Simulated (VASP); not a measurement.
Input of a VASP 6.6.1 run:

The input INCAR:

```
ALGO     = Normal         # electronic algorithm
EDIFF    = 1E-7           # SCF threshold, eV
ENCUT    = 520            # plane-wave cutoff, eV
GGA      = PS             # functional
ISIF     = 2              # what is computed and relaxed
ISMEAR   = 0              # smearing method
LASPH    = T              # aspherical terms in the spheres
LCHARG   = F              # write CHGCAR
LREAL    = F              # projectors in reciprocal space
LWAVE    = F              # write WAVECAR
NBANDS   = 18             # bands
NELM     = 100            # most SCF steps
PREC     = Accurate       # precision mode
SIGMA    = 0.15           # smearing width, eV
```

Contents of KPOINTS:

```
k-points
0
Gamma
  9 9 5
```

Contents of POSCAR:

```
Ag
1.0
    3.0245807383      0.0000000000      0.0000000000
   -1.5122903691      2.6193633081      0.0000000000
    0.0000000000      0.0000000000      4.9446217530
Ag
2
Direct
    0.3333333333      0.6666666667      0.2500000000
    0.6666666667      0.3333333333      0.7500000000
```

Potentials or basis: VASP PAW PBE potentials, release 64 (Ag).

Run with:

```sh
$ cat potpaw_PBE.64/Ag/POTCAR > POTCAR
$ mpirun -np 1 vasp_std > vasp.out
```

(1) What does it give for the pressure?

(2) Estimate the band gap on the k mesh.

## Answers

(1) -12.3 GPa.

(2) zero (band 11 reaches 9.97 eV, above the bottom of band 12 at 3.32 eV).

Caveat: the PAW data sets were made with another functional, which shifts forces and pressure a little.
